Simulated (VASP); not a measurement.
A run of VASP 6.6.1 is set up as follows.

The input INCAR:

```
SYSTEM = Fe
PREC = Accurate
ENCUT = 520
EDIFF = 1E-8
ISMEAR = -1
SIGMA = 0.08
LREAL = .FALSE.
LASPH = .TRUE.
NELM = 100
ALGO = Normal
ISIF = 2
LWAVE = .FALSE.
LCHARG = .FALSE.
GGA = PE
LEFG = .TRUE.
NBANDS = 15
```

KPOINTS

```
Automatic mesh
0
G
  17 17 10
  0 0 0
```

POSCAR

```
Fe
1.0
    2.4502783040      0.0000000000      0.0000000000
   -1.2251391520      2.1220032576      0.0000000000
    0.0000000000      0.0000000000      3.8673784861
Fe
2
Direct
    0.3333333333      0.6666666667      0.2500000000
    0.6666666667      0.3333333333      0.7500000000
```

Potentials or basis: VASP PAW PBE potentials, release 64 (Fe).

Launch:

```console
$ cat potpaw_PBE.64/Fe/POTCAR > POTCAR
$ mpirun -np 1 vasp_std > vasp.out
```

**Question.** Estimate the pressure.

**Answer.** 3.8 GPa.

**Question.** Predict the band gap on the k mesh.

**Answer.** Zero (band 8 reaches 7.91 eV, above the bottom of band 9 at 6.06 eV).

Electric field gradients, principal values (V/Å²):
```tsv
atom	least	middle	greatest (by size)
1 Fe	3.766	3.767	-7.534
2 Fe	3.766	3.767	-7.534
```

Caveat: without QUAD_EFG the Cq values of the log hold for a quadrupole moment of 1 mb, not for the nuclei; the run has no spin polarisation, though such a crystal can be magnetic. Spin polarisation is off, so any magnetic state and its effect on volume and gap are missing.
